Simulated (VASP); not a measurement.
# NaH (Pm-3m) in VASP: settings compared

NaH is run at these levels: LDA, PBE; tasks: single point.

Everything below comes from runs of VASP 6.6.1. Logs are shortened: lines on timing, memory, paths and dates and some standing lists are left out, and cuts for length are marked.

**1. The cell of the first run**

Symmetry: Pm-3m, No. 221, cubic system. The conventional cell has a = 2.932 Å, b = 2.932 Å, c = 2.932 Å, α = 90.00°, β = 90.00°, γ = 90.00°. Na (site symmetry m-3m) has 8 H at 2.54 Å and 6 Na at 2.93 Å within 3.4 Å. Within 3.4 Å of H (site symmetry m-3m) lie 8 Na at 2.54 Å and 6 H at 2.93 Å.

**2. Single point, LDA**

INCAR

```
PREC = Accurate
ENCUT = 500
EDIFF = 1E-6
ISMEAR = 0
SIGMA = 0.01
LREAL = False
LASPH = True
NELM = 120
ALGO = Normal
ISIF = 2
LWAVE = False
LCHARG = False
NBANDS = 11
GGA_COMPAT = False
```

KPOINTS

```
regular mesh
0
Gamma
  4 4 4
```

POSCAR

```
NaH
1.0
    2.9323912064      0.0000000000      0.0000000000
    0.0000000000      2.9323912064      0.0000000000
    0.0000000000      0.0000000000      2.9323912064
Na H
1 1
Direct
    0.0000000000      0.0000000000      0.0000000000
    0.5000000000      0.5000000000      0.5000000000
```

Potentials or basis: VASP PAW LDA potentials, release 64 (Na_pv, H).

Run with:

```
$ cat potpaw_LDA.64/Na_pv/POTCAR potpaw_LDA.64/H/POTCAR > POTCAR
$ mpirun -np 1 vasp_std > vasp.out
```

OUTCAR:

```text
PREC = Accurate
   ENCUT = 500
   EDIFF = 1E-6
   ISMEAR = 0
   LREAL = False
   LASPH = True
   NELM = 120
   ISIF = 2

 ion  position               nearest neighbor table
   1  0.000  0.000  0.000-
   2  0.500  0.500  0.500-

  LATTYP: Found a simple cubic cell.
 ALAT       =     2.9323912064

  Lattice vectors:

 A1 = (   2.9323912064,   0.0000000000,   0.0000000000)
 A2 = (   0.0000000000,   2.9323912064,   0.0000000000)
 A3 = (   0.0000000000,   0.0000000000,   2.9323912064)

Analysis of symmetry for initial positions (statically):
=====================================================================
 Subroutine PRICEL returns:
 Original cell was already a primitive cell.

 Routine SETGRP: Setting up the symmetry group for a
 simple cubic supercell.

 Subroutine GETGRP returns: Found 48 space group operations
 (whereof 48 operations were pure point group operations)
 out of a pool of 48 trial point group operations.

The static configuration has the point symmetry O_h .

Analysis of symmetry for dynamics (positions and initial velocities):
=====================================================================
 Subroutine PRICEL returns:
 Original cell was already a primitive cell.

 Routine SETGRP: Setting up the symmetry group for a
 simple cubic supercell.

 Subroutine GETGRP returns: Found 48 space group operations
 (whereof 48 operations were pure point group operations)
 out of a pool of 48 trial point group operations.

The dynamic configuration has the point symmetry O_h .

 Subroutine INISYM returns: Found 48 space group operations
 (whereof 48 operations are pure point group operations),
 and found     1 'primitive' translations

----------------------------------------------------------------------------------------

                                     Primitive cell

  volume of cell :      25.2154

  direct lattice vectors                    reciprocal lattice vectors
     2.932391206  0.000000000  0.000000000     0.341018619  0.000000000  0.000000000
     0.000000000  2.932391206  0.000000000     0.000000000  0.341018619  0.000000000
     0.000000000  0.000000000  2.932391206     0.000000000  0.000000000  0.341018619

  length of vectors
     2.932391206  2.932391206  2.932391206     0.341018619  0.341018619  0.341018619

  position of ions in fractional coordinates (direct lattice)
     0.000000000  0.000000000  0.000000000
     0.500000000  0.500000000  0.500000000

  ion indices of the primitive-cell ions
   primitive index   ion index
                 1           1
                 2           2

----------------------------------------------------------------------------------------

 KPOINTS: regular mesh

Automatic generation of k-mesh.
 Grid dimensions read from file:
 generate k-points for:    4    4    4

 Generating k-lattice:

  Cartesian coordinates                     Fractional coordinates (reciprocal lattice)
     0.085254655  0.000000000  0.000000000     0.250000000  0.000000000  0.000000000
     0.000000000  0.085254655  0.000000000     0.000000000  0.250000000  0.000000000
     0.000000000  0.000000000  0.085254655     0.000000000  0.000000000  0.250000000

  Length of vectors
     0.085254655  0.085254655  0.085254655

  Shift w.r.t. Gamma in fractional coordinates (k-lattice)
     0.000000000  0.000000000  0.000000000

 Subroutine IBZKPT returns following result:
 ===========================================

 Found     10 irreducible k-points:

 Following reciprocal coordinates:
            Coordinates               Weight
  0.000000  0.000000  0.000000      1.000000
  0.250000  0.000000  0.000000      6.000000
  0.500000  0.000000  0.000000      3.000000
  0.250000  0.250000  0.000000     12.000000
  0.500000  0.250000  0.000000     12.000000
  0.500000  0.500000  0.000000      3.000000
  0.250000  0.250000  0.250000      8.000000
  0.500000  0.250000  0.250000     12.000000
  0.500000  0.500000  0.250000      6.000000
  0.500000  0.500000  0.500000      1.000000
   k-points           NKPTS =     10   k-points in BZ     NKDIM =     10   number of bands    NBANDS=     11
   number of dos      NEDOS =    301   number of ions     NIONS =      2
   total plane-waves  NPLWV =  13824
   dimension x,y,z NGX =    24 NGY =   24 NGZ =   24
   dimension x,y,z NGXF=    48 NGYF=   48 NGZF=   48
   ions per type =               1   1
   NGX,Y,Z   is equivalent  to a cutoff of  13.61, 13.61, 13.61 a.u.
   NGXF,Y,Z  is equivalent  to a cutoff of  27.21, 27.21, 27.21 a.u.
 SYSTEM =  unknown system
   PREC   = accura    normal or accurate (medium, high low for compatibility)
   ISTART =      0    job   : 0-new  1-cont  2-samecut
   ICHARG =      2    charge: 1-file 2-atom 10-const
   ISPIN  =      1    spin polarized calculation?
   LNONCOLLINEAR =      F non collinear calculations
   LSORBIT =      F    spin-orbit coupling
   LASPH  =      T    aspherical Exc in radial PAW
   ENCUT  =  500.0 eV  36.75 Ry    6.06 a.u.   5.35  5.35  5.35*2*pi/ulx,y,z
   NELM   =    120;   NELMIN=  2; NELMDL= -5     # of ELM steps
   EDIFF  = 0.1E-05   stopping-criterion for ELM
   LREAL  =      F    real-space projection
[... 7 lines left out ...]
   TEBEG  =    0.0;   TEEND  =   0.0 temperature during run
   PSTRESS=    0.0 pullay stress
   NELECT =       8.0000    total number of electrons
   NUPDOWN=      -1.0000    fix difference up-down
   EMIN   =  10.00;   EMAX   =-10.00  energy-range for DOS
   EFERMI =   0.00;   METHOD = LEGACY
   ISMEAR =     0;   SIGMA  =   0.01  broadening in eV -4-tet -1-fermi 0-gaus
   EFERMI_NEDOS =   21; number of points for ismear=-14 and -15
   IALGO  =     38    algorithm
   IMIX   =      4    mixing-type and parameters
     AMIX     =   0.40;   BMIX     =  1.00
     AMIX_MAG =   1.60;   BMIX_MAG =  1.00
  volume/ion in A,a.u.               =      12.61        85.08
  Fermi-wavevector in a.u.,A,eV,Ry     =   1.116562  2.109997 16.962535  1.246711
  Thomas-Fermi vector in A             =   2.253177
   LORBIT       =      0    0 simple, 1 ext, 2 COOP (PROOUT), +10 PAW based schemes
   GGA     = CA    functional components
   LHFCALC =     F    Hartree Fock is set to
   AEXX    =    0.0000 exact exchange contribution
   IVDW    =     0    specifies the selected vdW correction
   LEPSILON=     F    determine dielectric tensor
   LRPA    =     F    only Hartree local field effects (RPA)
 non-spin polarized calculation
 Gauss-broadening in eV      SIGMA  =   0.01
  energy-cutoff  :      500.00
  volume of cell :       25.22
 maximum number of plane-waves:       656
 NGX is ok and might be reduce to    24
   NGX = 11   NGY = 11   NGZ = 11

 number of electron       8.0000006 magnetization

 Free energy of the ion-electron system (eV)
  ---------------------------------------------------
  ext. energy  EPLUGINS =         0.00000000
  ---------------------------------------------------
  free energy    TOTEN  =        -5.06464389 eV

  energy without entropy =       -5.06464389  energy(sigma->0) =       -5.06464389

 E-fermi :   1.5216     XC(G=0):  -8.6967

 val. band max:        1.4666607971   @ k =   0.5000   0.5000   0.5000
 cond. band min:       1.9948733513   @ k =   0.5000   0.0000   0.0000
 fundamental gap:      0.5282125542
 Fermi energy:         1.5215630139

 k-point     1 :       0.0000    0.0000    0.0000
  band No.  band energies     occupation
      1     -23.3180      2.00000
      2     -23.3180      2.00000
      3     -23.3180      2.00000
      4      -4.8544      2.00000
      5      10.1300      0.00000
      6      11.9658      0.00000
      7      11.9658      0.00000
      8      13.6539      0.00000
      9      13.6539      0.00000
     10      13.6539      0.00000
     11      26.8358      0.00000

 k-point     2 :       0.2500    0.0000    0.0000
  band No.  band energies     occupation
      1     -23.4178      2.00000
      2     -23.3093      2.00000
      3     -23.3093      2.00000
      4      -3.8768      2.00000
      5       5.5503      0.00000
      6      11.4694      0.00000
      7      12.9943      0.00000
      8      14.3808      0.00000
      9      14.3808      0.00000
     10      20.9494      0.00000
     11      22.1234      0.00000

 k-point     3 :       0.5000    0.0000    0.0000
  band No.  band energies     occupation
      1     -23.5157      2.00000
      2     -23.3006      2.00000
      3     -23.3006      2.00000
      4      -2.1877      2.00000
      5       1.9949      0.00000
      6      12.2442      0.00000
      7      15.1629      0.00000
      8      15.7015      0.00000
      9      15.7015      0.00000
     10      17.7857      0.00000
     11      19.0041      0.00000

 k-point     4 :       0.2500    0.2500    0.0000
  band No.  band energies     occupation
      1     -23.4098      2.00000
      2     -23.3997      2.00000
      3     -23.3010      2.00000
      4      -2.9757      2.00000
      5       5.9795      0.00000
      6       7.1019      0.00000
      7      12.6587      0.00000
      8      15.1942      0.00000
      9      16.4428      0.00000
     10      20.2394      0.00000
     11      21.8194      0.00000

 k-point     5 :       0.5000    0.2500    0.0000
  band No.  band energies     occupation
      1     -23.4987      2.00000
      2     -23.3917      2.00000
      3     -23.2926      2.00000
      4      -1.4826      2.00000
      5       3.0965      0.00000
      6       8.2416      0.00000
      7      11.5382      0.00000
      8      15.2587      0.00000
      9      16.7824      0.00000
     10      19.2963      0.00000
     11      20.0251      0.00000

 k-point     6 :       0.5000    0.5000    0.0000
  band No.  band energies     occupation
      1     -23.4816      2.00000
      2     -23.4816      2.00000
      3     -23.2846      2.00000
      4      -0.4115      2.00000
      5       5.2969      0.00000
      6       5.2969      0.00000
      7       7.8161      0.00000
      8      16.0521      0.00000
      9      19.6983      0.00000
     10      19.6983      0.00000
     11      20.4032      0.00000

 k-point     7 :       0.2500    0.2500    0.2500
  band No.  band energies     occupation
      1     -23.4013      2.00000
      2     -23.3885      2.00000
      3     -23.3885      2.00000
      4      -2.1257      2.00000
      5       6.5034      0.00000
      6       7.9976      0.00000
      7       7.9976      0.00000
      8      15.7268      0.00000
      9      15.7268      0.00000
     10      17.1757      0.00000
     11      23.0247      0.00000

 k-point     8 :       0.5000    0.2500    0.2500
  band No.  band energies     occupation
      1     -23.4833      2.00000
      2     -23.3843      2.00000
      3     -23.3773      2.00000
      4      -0.7546      2.00000
      5       4.1242      0.00000
      6       8.4923      0.00000
      7      10.1287      0.00000
      8      11.6363      0.00000
      9      13.8353      0.00000
     10      17.3681      0.00000
     11      22.5107      0.00000

 k-point     9 :       0.5000    0.5000    0.2500
  band No.  band energies     occupation
      1     -23.4678      2.00000
      2     -23.4678      2.00000
      3     -23.3698      2.00000
      4       0.3477      2.00000
      5       6.1380      0.00000
      6       6.1380      0.00000
      7       8.7896      0.00000
      8      11.0595      0.00000
      9      13.9482      0.00000
     10      13.9482      0.00000
     11      19.9709      0.00000

 k-point    10 :       0.5000    0.5000    0.5000
  band No.  band energies     occupation
      1     -23.4539      2.00000
      2     -23.4539      2.00000
      3     -23.4539      2.00000
      4       1.4667      2.00000
      5       7.9661      0.00000
      6       7.9661      0.00000
      7       7.9661      0.00000
      8      10.1299      0.00000
      9      10.1299      0.00000
     10      10.1299      0.00000
     11      17.2463      0.00000

------------------------ aborting loop because EDIFF is reached ----------------------------------------

  FORCE on cell =-STRESS in cart. coord.  units (eV):
  Direction    XX          YY          ZZ          XY          YZ          ZX
  --------------------------------------------------------------------------------------
  -------------------------------------------------------------------------------------
  Total       -0.2310366     -0.2310366     -0.2310366     -0.0000000     -0.0000000      0.0000000
  in kB      -14.6799868    -14.6799868    -14.6799868     -0.0000000     -0.0000000      0.0000000
  external PRESSURE =     -14.6799868 kB  Pullay stress =       0.0000000 kB

 VOLUME and BASIS-vectors are now :
 -----------------------------------------------------------------------------
  energy-cutoff  :      500.00
  volume of cell :       25.22
      direct lattice vectors                 reciprocal lattice vectors
     2.932391206  0.000000000  0.000000000     0.341018619  0.000000000  0.000000000
     0.000000000  2.932391206  0.000000000     0.000000000  0.341018619  0.000000000
     0.000000000  0.000000000  2.932391206     0.000000000  0.000000000  0.341018619

 POSITION                                       TOTAL-FORCE (eV/Angst)
 -----------------------------------------------------------------------------------
      0.00000      0.00000      0.00000         0.000000      0.000000      0.000000
      1.46620      1.46620      1.46620         0.000000      0.000000      0.000000
 -----------------------------------------------------------------------------------
    total drift:                                0.000000      0.000000      0.000000

  FREE ENERGIE OF THE ION-ELECTRON SYSTEM (eV)
  ---------------------------------------------------
  free  energy   TOTEN  =        -5.0646438877 eV

  energy  without entropy=       -5.0646438877  energy(sigma->0) =       -5.06464389
```

Run time: 4.1 s. Hardware: 1 thread of Intel Xeon 8259CL, shared host; peak memory 0.11 GiB.

Results:

```
Free energy            : -5.0646 eV
Pressure               : -1.5 GPa
Band gap on the k mesh : 0.53 eV, indirect (least direct gap 4.18 eV)
```

Caveat: the k points lie up to 0.54 Å⁻¹ apart. A k mesh can miss the band edges.

(Part 1 of 2 ends here.)
